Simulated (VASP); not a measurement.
# PbS (Cmcm) in VASP: further runs

PbS is run at these levels: PBE; tasks: single point, relaxation of shape and atoms at fixed volume.

All numbers are computed with VASP 6.6.1; they aren't measurements. Logs are shortened: lines on timing, memory, paths and dates and some standing lists are left out, and cuts for length are marked.

**1. The cell of the first run**

The structure is orthorhombic, space group Cmcm (No. 63). The conventional cell has a = 4.240 Å, b = 13.337 Å, c = 4.287 Å, α = 90.00°, β = 90.00°, γ = 90.00°. Pb (site symmetry m2m) has 5 S at 2.70 to 3.02 Å within 3.6 Å. Within 3.6 Å of S (site symmetry m2m) lie 5 Pb at 2.70 to 3.02 Å.

**2. Single point, PBE (30.30 Å³/atom)**

File INCAR:

```
PREC = Accurate
ENCUT = 520
EDIFF = 1E-6
ISMEAR = 0
SIGMA = 0.02
LREAL = False
LASPH = True
NELM = 80
ALGO = Normal
ISIF = 2
LWAVE = False
LCHARG = True
GGA = PE
LELF = True
LVHAR = True
NBANDS = 28
```

File KPOINTS:

```
regular mesh
0
Gamma
  8 8 6
```

File POSCAR:

```
PbS
1.0
    2.1199937110     -6.6682784541      0.0000000000
    2.1199937110      6.6682784541      0.0000000000
    0.0000000000      0.0000000000      4.2872439634
Pb S
2 2
Direct
    0.8563808325      0.1436191675      0.7500000000
    0.1436191675      0.8563808325      0.2500000000
    0.6539539846      0.3460460154      0.7500000000
    0.3460460154      0.6539539846      0.2500000000
```

Potentials or basis: VASP PAW PBE potentials, release 64 (Pb_d, S).

Launch:

```bash
cat potpaw_PBE.64/Pb_d/POTCAR potpaw_PBE.64/S/POTCAR > POTCAR
mpirun -np 1 vasp_std > vasp.out
```

OUTCAR:

```text
PREC = Accurate
   ENCUT = 520
   EDIFF = 1E-6
   ISMEAR = 0
   LREAL = False
   LASPH = True
   NELM = 80
   ISIF = 2
   GGA = PE

 ion  position               nearest neighbor table
   1  0.856  0.144  0.750-   3 2.70   4 3.02   4 3.02   4 3.02   4 3.02
   2  0.144  0.856  0.250-   4 2.70   3 3.02   3 3.02   3 3.02   3 3.02
   3  0.654  0.346  0.750-   1 2.70   2 3.02   2 3.02   2 3.02   2 3.02
   4  0.346  0.654  0.250-   2 2.70   1 3.02   1 3.02   1 3.02   1 3.02

  LATTYP: Found a base centered orthorhombic cell.
 ALAT       =     4.2399874220
 B/A-ratio  =     3.1454236961
 C/A-ratio  =     1.0111454438

  Lattice vectors:

 A1 = (   2.1199937110,  -6.6682784541,   0.0000000000)
 A2 = (   2.1199937110,   6.6682784541,   0.0000000000)
 A3 = (   0.0000000000,   0.0000000000,   4.2872439634)

Analysis of symmetry for initial positions (statically):
=====================================================================
 Subroutine PRICEL returns:
 Original cell was already a primitive cell.

 Routine SETGRP: Setting up the symmetry group for a
 base centered orthorhombic supercell.

 Subroutine GETGRP returns: Found  8 space group operations
 (whereof  4 operations were pure point group operations)
 out of a pool of  8 trial point group operations.

The static configuration has the point symmetry C_2h.
 The point group associated with its full space group is D_2h.

Analysis of symmetry for dynamics (positions and initial velocities):
=====================================================================
 Subroutine PRICEL returns:
 Original cell was already a primitive cell.

 Routine SETGRP: Setting up the symmetry group for a
 base centered orthorhombic supercell.

 Subroutine GETGRP returns: Found  8 space group operations
 (whereof  4 operations were pure point group operations)
 out of a pool of  8 trial point group operations.

The dynamic configuration has the point symmetry C_2h.
 The point group associated with its full space group is D_2h.

 Subroutine INISYM returns: Found  8 space group operations
 (whereof  4 operations are pure point group operations),
 and found     1 'primitive' translations

----------------------------------------------------------------------------------------

                                     Primitive cell

  volume of cell :     121.2150

  direct lattice vectors                    reciprocal lattice vectors
     2.119993711 -6.668278454  0.000000000     0.235849756 -0.074981872  0.000000000
     2.119993711  6.668278454  0.000000000     0.235849756  0.074981872  0.000000000
     0.000000000  0.000000000  4.287243963     0.000000000  0.000000000  0.233250081

  length of vectors
     6.997164488  6.997164488  4.287243963     0.247482098  0.247482098  0.233250081

  position of ions in fractional coordinates (direct lattice)
     0.856380833  0.143619167  0.750000000
     0.143619167  0.856380833  0.250000000
     0.653953985  0.346046015  0.750000000
     0.346046015  0.653953985  0.250000000

  ion indices of the primitive-cell ions
   primitive index   ion index
                 1           1
                 2           2
                 3           3
                 4           4

----------------------------------------------------------------------------------------

 KPOINTS: regular mesh

Automatic generation of k-mesh.
 Grid dimensions read from file:
 generate k-points for:    8    8    6

 Generating k-lattice:

  Cartesian coordinates                     Fractional coordinates (reciprocal lattice)
     0.029481220 -0.009372734  0.000000000     0.125000000  0.000000000  0.000000000
     0.029481220  0.009372734  0.000000000     0.000000000  0.125000000  0.000000000
     0.000000000  0.000000000  0.038875013     0.000000000  0.000000000  0.166666667

  Length of vectors
     0.030935262  0.030935262  0.038875013

  Shift w.r.t. Gamma in fractional coordinates (k-lattice)
     0.000000000  0.000000000  0.000000000

 Subroutine IBZKPT returns following result:
 ===========================================

 Found     84 irreducible k-points:

 Following reciprocal coordinates:
            Coordinates               Weight
  0.000000  0.000000  0.000000      1.000000
  0.125000 -0.000000  0.000000      4.000000
  0.250000 -0.000000  0.000000      4.000000
  0.375000 -0.000000  0.000000      4.000000
  0.500000 -0.000000  0.000000      2.000000
  0.125000  0.125000  0.000000      2.000000
[... 16 lines left out ...]
  0.125000 -0.000000  0.166667      8.000000
  0.250000 -0.000000  0.166667      8.000000
 [... further k-points ...]
   k-points           NKPTS =     84   k-points in BZ     NKDIM =     84   number of bands    NBANDS=     28
   number of dos      NEDOS =    301   number of ions     NIONS =      4
   total plane-waves  NPLWV =  93312
   dimension x,y,z NGX =    54 NGY =   54 NGZ =   32
   dimension x,y,z NGXF=   108 NGYF=  108 NGZF=   64
   ions per type =               2   2
   NGX,Y,Z   is equivalent  to a cutoff of  12.83, 12.83, 12.41 a.u.
   NGXF,Y,Z  is equivalent  to a cutoff of  25.66, 25.66, 24.82 a.u.
 SYSTEM =  unknown system
   PREC   = accura    normal or accurate (medium, high low for compatibility)
   ISTART =      0    job   : 0-new  1-cont  2-samecut
   ICHARG =      2    charge: 1-file 2-atom 10-const
   ISPIN  =      1    spin polarized calculation?
   LNONCOLLINEAR =      F non collinear calculations
   LSORBIT =      F    spin-orbit coupling
   LASPH  =      T    aspherical Exc in radial PAW
   ENCUT  =  520.0 eV  38.22 Ry    6.18 a.u.  13.01 13.01  7.97*2*pi/ulx,y,z
   NELM   =     80;   NELMIN=  2; NELMDL= -5     # of ELM steps
   EDIFF  = 0.1E-05   stopping-criterion for ELM
   LREAL  =      F    real-space projection
   EDIFFG = 0.1E-04   stopping-criterion for IOM
   NSW    =      0    number of steps for IOM
   IBRION =     -1    ionic relax: 0-MD 1-quasi-New 2-CG
   NFREE  =      0    steps in history (QN), initial steepest desc. (CG)
   ISIF   =      2    stress and relaxation
   ISYM   =      2    0-nonsym 1-usesym 2-fastsym
   POTIM  = 0.5000    time-step for ionic-motion
   TEBEG  =    0.0;   TEEND  =   0.0 temperature during run
   PSTRESS=    0.0 pullay stress
   NELECT =      40.0000    total number of electrons
   NUPDOWN=      -1.0000    fix difference up-down
   EMIN   =  10.00;   EMAX   =-10.00  energy-range for DOS
   EFERMI =   0.00;   METHOD = LEGACY
   ISMEAR =     0;   SIGMA  =   0.02  broadening in eV -4-tet -1-fermi 0-gaus
   EFERMI_NEDOS =   21; number of points for ismear=-14 and -15
   IALGO  =     38    algorithm
   IMIX   =      4    mixing-type and parameters
     AMIX     =   0.40;   BMIX     =  1.00
     AMIX_MAG =   1.60;   BMIX_MAG =  1.00
  volume/ion in A,a.u.               =      30.30       204.50
  Fermi-wavevector in a.u.,A,eV,Ry     =   1.131295  2.137838 17.413133  1.279829
  Thomas-Fermi vector in A             =   2.267994
   LORBIT       =      0    0 simple, 1 ext, 2 COOP (PROOUT), +10 PAW based schemes
   GGA     = PE    functional components
   LHFCALC =     F    Hartree Fock is set to
   AEXX    =    0.0000 exact exchange contribution
   IVDW    =     0    specifies the selected vdW correction
   LEPSILON=     F    determine dielectric tensor
   LRPA    =     F    only Hartree local field effects (RPA)
 non-spin polarized calculation
 Gauss-broadening in eV      SIGMA  =   0.02
  energy-cutoff  :      520.00
  volume of cell :      121.22
 maximum number of plane-waves:      3280
 NGX is ok and might be reduce to    54
   NGX = 25   NGY = 25   NGZ = 15

 number of electron      40.0000003 magnetization

 Free energy of the ion-electron system (eV)
  ---------------------------------------------------
  ext. energy  EPLUGINS =         0.00000000
  ---------------------------------------------------
  free energy    TOTEN  =       -17.35654222 eV

  energy without entropy =      -17.35654222  energy(sigma->0) =      -17.35654222

 E-fermi :   3.7343     XC(G=0):  -8.8509

 val. band max:        3.6286840947   @ k =   0.2500   0.1250   0.0000
 cond. band min:       4.9665077123   @ k =   0.5000   0.5000   0.0000
 fundamental gap:      1.3378236175
 Fermi energy:         3.7342897025

 k-point     1 :       0.0000    0.0000    0.0000
  band No.  band energies     occupation
      1     -12.6097      2.00000
      2     -12.5292      2.00000
      3     -12.5159      2.00000
      4     -12.5009      2.00000
      5     -12.4926      2.00000
      6     -12.4908      2.00000
[... 20 lines left out ...]
     27       9.8000      0.00000
     28      10.4181      0.00000

 k-point     2 :       0.1250   -0.0000    0.0000
  band No.  band energies     occupation
      1     -12.6016      2.00000
      2     -12.5245      2.00000
      3     -12.5107      2.00000
      4     -12.5024      2.00000
      5     -12.4947      2.00000
      6     -12.4943      2.00000
[... 20 lines left out ...]
     27       9.7689      0.00000
     28      10.9329      0.00000

 k-point     3 :       0.2500   -0.0000    0.0000
  band No.  band energies     occupation
      1     -12.5814      2.00000
      2     -12.5133      2.00000
      3     -12.5077      2.00000
      4     -12.5036      2.00000
      5     -12.5011      2.00000
      6     -12.4991      2.00000
[... 20 lines left out ...]
     27      10.6166      0.00000
     28      11.1588      0.00000

 k-point     4 :       0.3750   -0.0000    0.0000
  band No.  band energies     occupation
      1     -12.5572      2.00000
      2     -12.5192      2.00000
      3     -12.5118      2.00000
      4     -12.5098      2.00000
      5     -12.5010      2.00000
      6     -12.4924      2.00000
[... 578 lines left out ...]
     27       9.8360      0.00000
     28      10.9613      0.00000

 k-point    23 :       0.1250   -0.0000    0.1667
  band No.  band energies     occupation
      1     -12.5908      2.00000
      2     -12.5176      2.00000
      3     -12.5124      2.00000
      4     -12.5032      2.00000
      5     -12.4956      2.00000
      6     -12.4939      2.00000
[... 20 lines left out ...]
     27      10.7062      0.00000
     28      11.2329      0.00000

 k-point    24 :       0.2500   -0.0000    0.1667
  band No.  band energies     occupation
      1     -12.5790      2.00000
      2     -12.5237      2.00000
      3     -12.5069      2.00000
      4     -12.5015      2.00000
      5     -12.4975      2.00000
      6     -12.4950      2.00000
[... 20 lines left out ...]
     27      10.7240      0.00000
     28      11.6088      0.00000

 [... further k-points ...]

------------------------ aborting loop because EDIFF is reached ----------------------------------------

  FORCE on cell =-STRESS in cart. coord.  units (eV):
  Direction    XX          YY          ZZ          XY          YZ          ZX
  --------------------------------------------------------------------------------------
  -------------------------------------------------------------------------------------
  Total       -0.4767673     -0.4899674     -0.4771635      0.0000000     -0.0000000      0.0000000
  in kB       -6.3017411     -6.4762152     -6.3069774      0.0000000     -0.0000000      0.0000000
  external PRESSURE =      -6.3616445 kB  Pullay stress =       0.0000000 kB

 VOLUME and BASIS-vectors are now :
 -----------------------------------------------------------------------------
  energy-cutoff  :      520.00
  volume of cell :      121.22
      direct lattice vectors                 reciprocal lattice vectors
     2.119993711 -6.668278454  0.000000000     0.235849756 -0.074981872  0.000000000
     2.119993711  6.668278454  0.000000000     0.235849756  0.074981872  0.000000000
     0.000000000  0.000000000  4.287243963     0.000000000  0.000000000  0.233250081

 POSITION                                       TOTAL-FORCE (eV/Angst)
 -----------------------------------------------------------------------------------
      2.11999     -4.75289      3.21543         0.000000      0.005671     -0.000000
      2.11999      4.75289      1.07181         0.000000     -0.005671      0.000000
      2.11999     -2.05322      3.21543         0.000000      0.001316     -0.000000
      2.11999      2.05322      1.07181         0.000000     -0.001316     -0.000000
 -----------------------------------------------------------------------------------
    total drift:                                0.000000     -0.000000     -0.000000

  FREE ENERGIE OF THE ION-ELECTRON SYSTEM (eV)
  ---------------------------------------------------
  free  energy   TOTEN  =       -17.3565422225 eV

  energy  without entropy=      -17.3565422225  energy(sigma->0) =      -17.35654222
```

Run time: 9.4 min. Hardware: 1 thread of Intel Xeon 8259CL, shared host; peak memory 0.44 GiB.

What came out:

| Property | Result |
| --- | --- |
| Free energy | -17.3565 eV |
| Pressure | -0.6 GPa |
| Largest force | 0.006 eV/Å |
| Band gap on the k mesh | 1.34 eV (least direct gap 1.65 eV) |

Forces in eV/Å, atoms in the order of the input:
```
Pb   0.000  0.006  0.000
Pb   0.000 -0.006  0.000
S    0.000  0.001  0.000
S    0.000 -0.001  0.000
```

Levels at points of the mesh, in eV from the valence-band top:
```csv
k point,band 16,band 17,band 18,band 19,band 20,band 21,band 22,band 23,band 24,band 25
"(0.00, 0.00, 0.00)",-2.48,-2.29,-1.35,-1.30,-0.26,4.50,4.65,5.03,5.07,5.51
"(0.50, 0.00, 0.00)",-1.74,-1.04,-0.99,-0.21,-0.14,1.85,2.04,2.77,2.96,3.11
"(0.50, 0.50, 0.00)",-2.38,-2.36,-1.43,-1.23,-0.31,1.34,4.92,5.00,5.30,5.43
"(0.00, 0.00, 0.50)",-2.10,-0.96,-0.96,-0.07,-0.07,1.97,1.97,2.97,2.97,4.41
"(0.50, 0.00, 0.50)",-3.98,-2.66,-2.66,-1.35,-1.35,3.73,3.73,5.21,5.21,6.26
"(0.50, 0.50, 0.50)",-1.37,-0.99,-0.99,-0.20,-0.20,1.79,1.79,3.13,3.13,3.29
```

Caveat: spin-orbit coupling is left out, which moves the levels of the heavy elements. A k mesh can miss the band edges.

**3. Relaxation of shape and atoms at fixed volume, PBE (25.07 Å³/atom)**

This run uses another cell than the first one, of 25.07 Å³/atom.

File INCAR:

```
PREC     = Accurate       # precision mode
ENCUT    = 600            # plane-wave cutoff, eV
EDIFF    = 1E-6           # SCF threshold, eV
ISMEAR   = 0              # smearing method
SIGMA    = 0.02           # smearing width, eV
LREAL    = F              # projectors in reciprocal space
LASPH    = T              # aspherical terms in the spheres
NELM     = 80             # most SCF steps
ALGO     = Normal         # electronic algorithm
ISIF     = 4              # what is computed and relaxed
LWAVE    = F              # write WAVECAR
LCHARG   = F              # write CHGCAR
GGA      = PE             # functional
IBRION   = 2              # ionic algorithm
NSW      = 50             # ionic steps
EDIFFG   = -0.01          # ionic threshold
```

KPOINTS is that of step 2.

File POSCAR:

```
PbS
1.0
    2.0386855456     -5.8026224980      0.0000000000
    2.0386855456      5.8026224980      0.0000000000
    0.0000000000      0.0000000000      4.2383873312
Pb S
2 2
Direct
    0.8719087772      0.1280912228      0.7500000000
    0.1280912228      0.8719087772      0.2500000000
    0.6412302723      0.3587697277      0.7500000000
    0.3587697277      0.6412302723      0.2500000000
```

Potentials or basis: VASP PAW PBE potentials, release 64 (Pb_d, S).

Launch:

```bash
cat potpaw_PBE.64/Pb_d/POTCAR potpaw_PBE.64/S/POTCAR > POTCAR
mpirun -np 1 vasp_std > vasp.out
```

It took 41 min on 1 thread of Intel Xeon 8259CL, shared host; peak memory 0.44 GiB.

The run converged. Its results:

- Free energy: -17.3078 eV
- Energy gained by relaxing: 1.7 meV/atom
- Ionic steps: 8
- Pressure after relaxing: 3.1 GPa
- Largest force after relaxing: 0.010 eV/Å
- Band gap on the k mesh: 1.21 eV (least direct gap 1.24 eV)

Forces in eV/Å, atoms in the order of the input:
```
Pb   0.000  0.001  0.000
Pb   0.000 -0.001  0.000
S    0.000  0.010  0.000
S    0.000 -0.010  0.000
```

The path:
```
step  energy change (eV)  largest force (eV/Å)  pressure (GPa)  volume (Å³)
   1              0.0000                0.1776            3.71       100.28
   2             -0.0036                0.1000            3.49       100.28
   3             -0.0054                0.0202            3.15       100.28
   4             -0.0067                0.0248            3.01       100.28
   5             -0.0067                0.0234            3.02       100.28
   6             -0.0069                0.0101            3.05       100.28
   7             -0.0069                0.0175            3.08       100.28
   8             -0.0070                0.0100            3.07       100.28
```

Final structure:
```
Pb S
1.0
     2.04470   -5.76166    0.00000
     2.04470    5.76166    0.00000
     0.00000    0.00000    4.25596
Pb S
2 2
Cartesian
  2.0447 -4.3092 3.1920
  2.0447 4.3092 1.0640
  2.0447 -1.6084 3.1920
  2.0447 1.6084 1.0640
```

Levels at points of the mesh, in eV from the valence-band top:
| k point | band 17 | band 18 | band 19 | band 20 | band 21 | band 22 | band 23 | band 24 |
| --- | --- | --- | --- | --- | --- | --- | --- | --- |
| (0.00, 0.00, 0.00) | -2.42 | -1.90 | -1.63 | -0.69 | 4.54 | 4.65 | 4.98 | 5.50 |
| (0.50, 0.00, 0.00) | -1.54 | -1.26 | -0.47 | -0.34 | 1.71 | 1.75 | 1.93 | 2.93 |
| (0.50, 0.50, 0.00) | -2.22 | -1.70 | -1.40 | -0.66 | 1.21 | 4.41 | 4.67 | 4.78 |
| (0.00, 0.00, 0.50) | -1.20 | -1.20 | -0.05 | -0.05 | 1.74 | 1.74 | 2.70 | 2.70 |
| (0.50, 0.00, 0.50) | -3.48 | -3.48 | -1.48 | -1.48 | 3.31 | 3.31 | 5.50 | 5.50 |
| (0.50, 0.50, 0.50) | -1.18 | -1.18 | -0.53 | -0.53 | 1.66 | 1.66 | 3.27 | 3.27 |

Caveat: spin-orbit coupling is left out, which moves the levels of the heavy elements.
